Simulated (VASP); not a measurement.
A run of VASP 6.6.1 is set up as follows.

Contents of INCAR:

```
SYSTEM = FePt
ALGO     = Normal         ! electronic algorithm
EDIFF    = 1E-6           ! SCF threshold, eV
ENCUT    = 520            ! plane-wave cutoff, eV
GGA      = PS             ! functional
ISIF     = 2              ! what is computed and relaxed
ISMEAR   = -1             ! smearing method
ISPIN    = 2              ! spin polarisation
LASPH    = .TRUE.         ! aspherical terms in the spheres
LCHARG   = .FALSE.        ! write CHGCAR
LMAXMIX  = 4              ! l up to which the mixer works
LORBIT   = 11             ! projections on sites
LREAL    = .FALSE.        ! projectors in reciprocal space
LWAVE    = .FALSE.        ! write WAVECAR
MAGMOM   = 0 3            ! initial moments
NBANDS   = 20             ! bands
NELM     = 150            ! most SCF steps
PREC     = Accurate       ! precision mode
SIGMA    = 0.05           ! smearing width, eV
```

Contents of KPOINTS:

```
k-points
0
G
  10 10 7
  0 0 0
```

The input POSCAR:

```
FePt
1.0
    2.6768040818      0.0000000000      0.0000000000
    0.0000000000      2.6768040818      0.0000000000
    0.0000000000      0.0000000000      3.6720713300
Pt Fe
1 1
Direct
    0.5000000000      0.5000000000      0.5000000000
    0.0000000000      0.0000000000      0.0000000000
```

Potentials or basis: VASP PAW PBE potentials, release 64 (Pt, Fe).

Command:

```console
$ cat potpaw_PBE.64/Pt/POTCAR potpaw_PBE.64/Fe/POTCAR > POTCAR
$ mpirun -np 1 vasp_std > vasp.out
```

Task: Estimate the site moments.

Result: Pt +0.33; Fe +2.83 μB.

Task: What does it give for the net moment?

Result: 3.20 μB per cell.

Task: Predict the pressure.

Result: 4.7 GPa.

Stress tensor (GPa, compression positive):
```
4.67 0.00 0.00
0.00 4.67 0.00
0.00 0.00 4.77
```

Caveat: the PAW data sets were made with another functional, which shifts forces and pressure a little.
